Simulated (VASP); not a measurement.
# Al2Ru (I4/mmm) in VASP: a series of runs

Runs on Al2Ru. Level: PBEsol. Tasks: relaxation of cell and atoms, single point.

All numbers are computed with VASP 6.6.1; they aren't measurements. Logs are shortened: lines on timing, memory, paths and dates and some standing lists are left out, and cuts for length are marked.

### Step 1. The cell of the first run

The structure is tetragonal, space group I4/mmm (No. 139). Conventional cell: a = 2.857 Å, b = 2.857 Å, c = 7.699 Å, α = 90.00°, β = 90.00°, γ = 90.00°. Al (site symmetry 4mm) has 5 Ru at 2.38 to 2.60 Å and 9 Al at 2.43 to 2.86 Å within 3.1 Å. Ru (site symmetry 4/mmm) has 10 Al at 2.38 to 2.60 Å and 4 Ru at 2.86 Å within 3.1 Å.

### Step 2. Relaxation of cell and atoms, PBEsol, target pressure 90 GPa, at which the enthalpy is minimised

The input, INCAR:

```
SYSTEM = Al2Ru
  PREC = Accurate
  ENCUT = 600
  EDIFF = 1E-6
  ISMEAR = 0
  SIGMA = 0.1
  LREAL = .FALSE.
  LASPH = .TRUE.
  NELM = 60
  ALGO = Fast
  ISIF = 3
  LWAVE = .FALSE.
  LCHARG = .FALSE.
  GGA = PS
  IBRION = 2
  NSW = 70
  EDIFFG = -0.008
  PSTRESS = 900.0
```

The input, KPOINTS:

```
Automatic mesh
0
G
  20 20 20
  0 0 0
```

The input, POSCAR:

```
Al2Ru
1.0
   -1.4284815535      1.4284815535      3.8493139855
    1.4284815535     -1.4284815535      3.8493139855
    1.4284815535      1.4284815535     -3.8493139855
Al Ru
2 1
Direct
    0.6623289800      0.6623289800      0.0000000000
    0.3376710200      0.3376710200      0.0000000000
    0.0000000000      0.0000000000      0.0000000000
```

Potentials or basis: VASP PAW PBE potentials, release 64 (Al, Ru_pv).

Run with:

```sh
cat potpaw_PBE.64/Al/POTCAR potpaw_PBE.64/Ru_pv/POTCAR > POTCAR
mpirun -np 1 vasp_std > vasp.out
```

OUTCAR:

```text
SYSTEM = Al2Ru
   PREC = Accurate
   ENCUT = 600
   EDIFF = 1E-6
   ISMEAR = 0
   LREAL = .FALSE.
   LASPH = .TRUE.
   NELM = 60
   ISIF = 3
   GGA = PS
   IBRION = 2
   NSW = 70
   EDIFFG = -0.008
   PSTRESS = 900.0

 ion  position               nearest neighbor table
   1  0.662  0.662  0.000-   3 2.38   3 2.38   3 2.38   3 2.38   2 2.43   2 2.43   2 2.43   2 2.43
                             2 2.50   3 2.60
   2  0.338  0.338  0.000-   3 2.38   3 2.38   3 2.38   3 2.38   1 2.43   1 2.43   1 2.43   1 2.43
                             1 2.50   3 2.60
   3  0.000  0.000  0.000-   1 2.38   1 2.38   1 2.38   2 2.38   1 2.38   2 2.38   2 2.38   2 2.38
                             1 2.60   2 2.60

  LATTYP: Found a body centered tetragonal cell.
 ALAT       =     2.8569631070
 C/A-ratio  =     2.6946893196

  Lattice vectors:

 A1 = (  -1.4284815535,   1.4284815535,   3.8493139855)
 A2 = (   1.4284815535,  -1.4284815535,   3.8493139855)
 A3 = (   1.4284815535,   1.4284815535,  -3.8493139855)

Analysis of symmetry for initial positions (statically):
=====================================================================
 Subroutine PRICEL returns:
 Original cell was already a primitive cell.

 Routine SETGRP: Setting up the symmetry group for a
 body centered tetragonal supercell.

 Subroutine GETGRP returns: Found 16 space group operations
 (whereof 16 operations were pure point group operations)
 out of a pool of 16 trial point group operations.

The static configuration has the point symmetry D_4h.

Analysis of symmetry for dynamics (positions and initial velocities):
=====================================================================
 Subroutine PRICEL returns:
 Original cell was already a primitive cell.

 Routine SETGRP: Setting up the symmetry group for a
 body centered tetragonal supercell.

 Subroutine GETGRP returns: Found 16 space group operations
 (whereof 16 operations were pure point group operations)
 out of a pool of 16 trial point group operations.

The dynamic configuration has the point symmetry D_4h.

 Subroutine INISYM returns: Found 16 space group operations
 (whereof 16 operations are pure point group operations),
 and found     1 'primitive' translations

----------------------------------------------------------------------------------------
[... 112 lines left out ...]
   IALGO  =     68    algorithm
   IMIX   =      4    mixing-type and parameters
     AMIX     =   0.40;   BMIX     =  1.00
     AMIX_MAG =   1.60;   BMIX_MAG =  1.00
  volume/ion in A,a.u.               =      10.47        70.68
  Fermi-wavevector in a.u.,A,eV,Ry     =   1.408274  2.661253 26.983576  1.983237
  Thomas-Fermi vector in A             =   2.530449
   LORBIT       =      0    0 simple, 1 ext, 2 COOP (PROOUT), +10 PAW based schemes
   GGA     = PS    functional components
   LHFCALC =     F    Hartree Fock is set to
   AEXX    =    0.0000 exact exchange contribution
   IVDW    =     0    specifies the selected vdW correction
   LEPSILON=     F    determine dielectric tensor
   LRPA    =     F    only Hartree local field effects (RPA)
 conjugate gradient relaxation of ions
 non-spin polarized calculation
 RMM-DIIS sequential band-by-band and
 Gauss-broadening in eV      SIGMA  =   0.10
  energy-cutoff  :      600.00
  volume of cell :       31.42
 maximum number of plane-waves:      1071
   NGX = 17   NGY = 17   NGZ = 17

--------------------------------------- Ionic step        1  -------------------------------------------

 number of electron      20.0000000 magnetization

 Free energy of the ion-electron system (eV)
  ---------------------------------------------------
  ext. energy  EPLUGINS =         0.00000000
  ---------------------------------------------------
  free energy    TOTEN  =       -18.30190071 eV

  energy without entropy =      -18.30081129  energy(sigma->0) =      -18.30135600

------------------------ aborting loop because EDIFF is reached ----------------------------------------

  FORCE on cell =-STRESS in cart. coord.  units (eV):
  Direction    XX          YY          ZZ          XY          YZ          ZX
  --------------------------------------------------------------------------------------
  -------------------------------------------------------------------------------------
  Total       16.6521569     16.6521569     17.0152493      0.0000000     -0.0000000      0.0000000
  in kB      849.1579371    849.1579371    867.6734261      0.0000000     -0.0000000      0.0000000
  external PRESSURE =     -44.6702332 kB  Pullay stress =     900.0000000 kB
[... 299 lines left out ...]
--------------------------------------- Ionic step        9  -------------------------------------------

 number of electron      19.9999999 magnetization

 Free energy of the ion-electron system (eV)
  ---------------------------------------------------
  ext. energy  EPLUGINS =         0.00000000
  ---------------------------------------------------
  free energy    TOTEN  =       -18.14001495 eV

  energy without entropy =      -18.13892206  energy(sigma->0) =      -18.13946851

 E-fermi :  14.7662     XC(G=0): -13.4026

 val. band max:       14.7589029999   @ k =  -0.3000   0.2000   0.0500
 cond. band min:      14.7688848571   @ k =  -0.4500  -0.4500   0.1000
 fundamental gap:      0.0099818572
 Fermi energy:        14.7661762310

 k-point     1 :       0.0000    0.0000    0.0000
  band No.  band energies     occupation
      1     -28.1373      2.00000
      2     -28.0621      2.00000
      3     -28.0621      2.00000
      4       1.8241      2.00000
      5       7.6501      2.00000
      6       9.3167      2.00000
      7      12.1108      2.00000
      8      12.1108      2.00000
      9      12.7865      2.00000
     10      13.7044      2.00000
     11      18.4201      0.00000
     12      18.6313      0.00000
     13      22.3480      0.00000
     14      22.3480      0.00000
[... 377 lines left out ...]
      1     -28.3612      2.00000
      2     -28.1053      2.00000
      3     -28.0443      2.00000
      4       4.3676      2.00000
      5       8.2020      2.00000
      6       9.2086      2.00000
      7      10.3368      2.00000
      8      11.6846      2.00000
      9      12.0334      2.00000
     10      12.8103      2.00000
     11      16.6515      0.00000
     12      19.3446      0.00000
     13      19.8297      0.00000
     14      22.0510      0.00000

 [... further k-points ...]

------------------------ aborting loop because EDIFF is reached ----------------------------------------

  FORCE on cell =-STRESS in cart. coord.  units (eV):
  Direction    XX          YY          ZZ          XY          YZ          ZX
  --------------------------------------------------------------------------------------
  -------------------------------------------------------------------------------------
  Total       17.4805835     17.4805835     17.4835380      0.0000000     -0.0000000      0.0000000
  in kB      900.0461455    900.0461455    900.1982643      0.0000000     -0.0000000      0.0000000
  external PRESSURE =       0.0968518 kB  Pullay stress =     900.0000000 kB
[... 22 lines left out ...]
  energy  without entropy=      -18.1389220583  energy(sigma->0) =      -18.13946851

  enthalpy is  TOTEN    =        -0.6603276482 eV   P V=       17.4796873035

 reached required accuracy - stopping structural energy minimisation
```

OSZICAR:

```text
N       E                     dE             d eps       ncg     rms          rms(c)
DAV:   1     0.147831337864E+03    0.14783E+03   -0.11999E+04 17956   0.155E+03
[... 73 lines left out ...]
   8 F= -.66032094E+00 E0= -.65977580E+00  d E =-.999833E-05
       N       E                     dE             d eps       ncg     rms          rms(c)
DAV:   1    -0.181400579200E+02    0.22430E-02   -0.11580E-03 19682   0.316E-01    0.419E-02
RMM:   2    -0.181400221794E+02    0.35741E-04   -0.10366E-04 17948   0.878E-02    0.282E-02
RMM:   3    -0.181400165284E+02    0.56510E-05   -0.14922E-05 17944   0.390E-02    0.900E-03
RMM:   4    -0.181400148673E+02    0.16611E-05   -0.70026E-06 17491   0.214E-02    0.218E-03
RMM:   5    -0.181400149518E+02   -0.84468E-07   -0.82433E-07 10915   0.805E-03
   9 F= -.66032765E+00 E0= -.65978120E+00  d E =-.670750E-05
```

CONTCAR:

```text
Al2Ru
   1.00000000000000
    -1.4227840800956670    1.4227840800956677    3.8429412633730506
     1.4227840800956670   -1.4227840800956677    3.8429412633730506
     1.4227840800956670    1.4227840800956677   -3.8429412633730506
  Al              Ru
     2     1
Direct
     0.6635178862043609    0.6635178862043609    0.0000000000000000
     0.3364821137956392    0.3364821137956392    0.0000000000000000
     0.0000000000000000    0.0000000000000000    0.0000000000000000

  0.00000000E+00  0.00000000E+00  0.00000000E+00
  0.00000000E+00  0.00000000E+00  0.00000000E+00
  0.00000000E+00  0.00000000E+00  0.00000000E+00
```

It took 30 min on 1 thread of Intel Xeon Platinum 8488C (Sapphire Rapids), shared host; peak memory 0.53 GiB.

What came out:

| Property | Result |
| --- | --- |
| Free energy | -18.1400 eV |
| Relaxed volume | 10.37 Å³/atom |
| Relaxed cell | a = 4.338 Å, b = 4.338 Å, c = 4.338 Å, α = 141.71°, β = 141.71°, γ = 55.27° |
| Space group after relaxing (to 0.05 Å) | I4/mmm (No. 139) |
| Energy change on relaxing (the enthalpy is what falls) | +54.0 meV/atom |
| Ionic steps | 9 |
| Pressure after relaxing | 90.0 GPa |
| Largest force after relaxing | 0.005 eV/Å |
| Band gap on the k mesh | zero (band 10 reaches 14.91 eV, above the bottom of band 11 at 14.69 eV) |

Forces in eV/Å, atoms in the order of the input:
```
Al   0.000  0.000  0.005
Al   0.000  0.000 -0.005
Ru   0.000  0.000  0.000
```

Step by step:
```csv
step,energy change (eV),largest force (eV/Å),pressure (GPa),volume (Å³)
1,0.0000,0.3276,85.53,31.42
2,0.7837,0.1492,107.81,30.11
3,0.1836,0.2166,90.75,31.08
4,0.1890,0.2129,90.99,31.07
5,0.1442,0.2299,89.18,31.15
6,0.1665,0.0018,90.15,31.11
7,0.1493,0.0088,89.62,31.14
8,0.1596,0.0040,89.94,31.12
9,0.1619,0.0045,90.01,31.12
```

Final structure:
```yaml
crystal:
  lattice:
    - [-1.42278, 1.42278, 3.84294]
    - [1.42278, -1.42278, 3.84294]
    - [1.42278, 1.42278, -3.84294]
  atoms:
    - { symbol: Al, position: [0.66352, 0.66352, 0.00000] }
    - { symbol: Al, position: [0.33648, 0.33648, 0.00000] }
    - { symbol: Ru, position: [0.00000, 0.00000, 0.00000] }
```

Caveat: the cell is relaxed towards a set pressure, so the enthalpy falls and the energy may rise; the PAW data sets were made with another functional, which shifts forces and pressure a little.

### Step 3. Single point, PBEsol

This run uses another cell than the first one, of 13.68 Å³/atom, 1.306 times its volume.

The input, INCAR:

```
SYSTEM = Al2Ru
PREC = Accurate
ENCUT = 520
EDIFF = 1E-6
ISMEAR = 0
SIGMA = 0.1
LREAL = .FALSE.
LASPH = .TRUE.
NELM = 60
ALGO = Fast
ISIF = 2
LWAVE = .FALSE.
LCHARG = .TRUE.
GGA = PS
LELF = .TRUE.
LVHAR = .TRUE.
NBANDS = 17
```

The input, KPOINTS:

```
Automatic mesh
0
G
  18 18 18
  0 0 0
```

The input, POSCAR:

```
Al2Ru
1.0
   -1.5606788820      1.5606788820      4.2115520738
    1.5606788820     -1.5606788820      4.2115520738
    1.5606788820      1.5606788820     -4.2115520738
Al Ru
2 1
Direct
    0.6590760825      0.6590760825      0.0000000000
    0.3409239175      0.3409239175      0.0000000000
    0.0000000000      0.0000000000      0.0000000000
```

Potentials or basis: VASP PAW PBE potentials, release 64 (Al, Ru_pv).

Run with:

```sh
cat potpaw_PBE.64/Al/POTCAR potpaw_PBE.64/Ru_pv/POTCAR > POTCAR
mpirun -np 1 vasp_std > vasp.out
```

Run time: 4.1 min. Hardware: 1 thread of Intel Xeon 6975P-C (Granite Rapids), shared host; peak memory 0.46 GiB.

Results (log left out):

| Item | Value |
| --- | --- |
| Free energy | -20.3294 eV |
| Pressure | 0.1 GPa |
| Band gap on the k mesh | zero (band 10 reaches 10.73 eV, above the bottom of band 11 at 10.55 eV) |

Forces on the atoms (eV/Å):
```
Al   0.000  0.000  0.003
Al   0.000  0.000 -0.003
Ru   0.000  0.000  0.000
```

Levels at points of the mesh, in eV from the Fermi level:
```csv
k point,band 6,band 7,band 8,band 9,band 10,band 11,band 12,band 13,band 14,band 15
"(0.00, 0.00, 0.00)",-3.85,-2.01,-2.01,-1.96,-0.98,2.42,4.65,6.09,6.09,6.24
"(0.50, 0.00, 0.00)",-4.63,-2.94,-2.75,-2.58,-1.44,0.57,3.06,5.12,6.98,8.47
"(0.50, 0.50, 0.00)",-3.50,-3.43,-3.11,-1.28,-0.36,0.26,1.83,2.02,4.78,5.37
"(0.50, 0.50, 0.50)",-4.02,-2.63,-1.57,-1.57,-0.95,3.13,3.13,6.29,6.52,8.50
```

Caveat: the PAW data sets were made with another functional, which shifts forces and pressure a little.
